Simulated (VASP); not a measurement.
Crystal: V.

```
CELL_PARAMETERS angstrom
1.51500 1.51500 1.51500
-1.51500 1.51500 1.51500
-1.51500 -1.51500 1.51500
ATOMIC_POSITIONS crystal
V 0.00000 0.00000 0.00000
```

* Program: VASP 6.6.1
* Task: relaxation of cell and atoms
* Functional: PBE
* Potentials or basis: VASP PAW PBE potentials, release 64 (V_sv)
* Cutoff: 600 eV
* k mesh: 9 × 9 × 9
* Occupations: gaussian, width 0.1 eV
* Spin: collinear spin, ferromagnetic start
* Starting moments: [1.5] μB

At the start: pressure -5.5 GPa; volume 13.91 Å³/atom.

Where does the relaxation end?

Over 3 steps the energy falls by 8.1 meV/atom and the volume is 13.44 Å³/atom (-3.4 %); space group Im-3m (No. 229, to 0.05 Å); moment 0.01 μB per cell.

The path:
```
step  energy change (eV)  largest force (eV/Å)  pressure (GPa)  volume (Å³)
   1              0.0000                0.0000           -5.50        13.91
   2              0.0005                0.0000            6.27        12.97
   3             -0.0081                0.0000           -0.16        13.44
```

Final structure:
```xyz
1
Lattice="1.4977 1.4977 1.4977 -1.4977 1.4977 1.4977 -1.4977 -1.4977 1.4977" Properties=species:S:1:pos:R:3 pbc="T T T"
V     0.0000    0.0000    0.0000
```
